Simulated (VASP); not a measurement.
A run of VASP 6.6.1 is set up as follows.

File INCAR:

```
ALGO = Normal
EDIFF = 1E-7
EDIFFG = -0.03
ENCUT = 600
GGA = PE
IBRION = 2
ISIF = 3
ISMEAR = 0
LASPH = T
LCHARG = F
LREAL = F
LWAVE = F
NELM = 80
NSW = 60
PREC = Accurate
SIGMA = 0.02
```

KPOINTS

```
k-points
0
Gamma
  8 8 5
```

The input POSCAR:

```
Mg
1.0
    3.2093000000      0.0000000000      0.0000000000
   -1.6046500000      2.7793353300      0.0000000000
    0.0000000000      0.0000000000      5.2103000000
Mg
2
Direct
    0.3333333333      0.6666666667      0.2500000000
    0.6666666667      0.3333333333      0.7500000000
```

Potentials or basis: VASP PAW PBE potentials, release 64 (Mg).

The run is started by

```bash
$ cat potpaw_PBE.64/Mg/POTCAR > POTCAR
$ mpirun -np 1 vasp_std > vasp.out
```

(1) What does it give for the space group after relaxing (to 0.05 Å)?

(2) What does it give for the relaxed cell?

(3) What does it give for the relaxed volume?

(4) Predict the band gap on the k mesh.

Results:

(1) P6_3/mmc (No. 194).

(2) a = 3.195 Å, b = 3.195 Å, c = 5.202 Å, α = 90.00°, β = 90.00°, γ = 120.00°.

(3) 23.00 Å³/atom.

(4) zero (band 2 reaches 3.63 eV, above the bottom of band 3 at 1.36 eV).
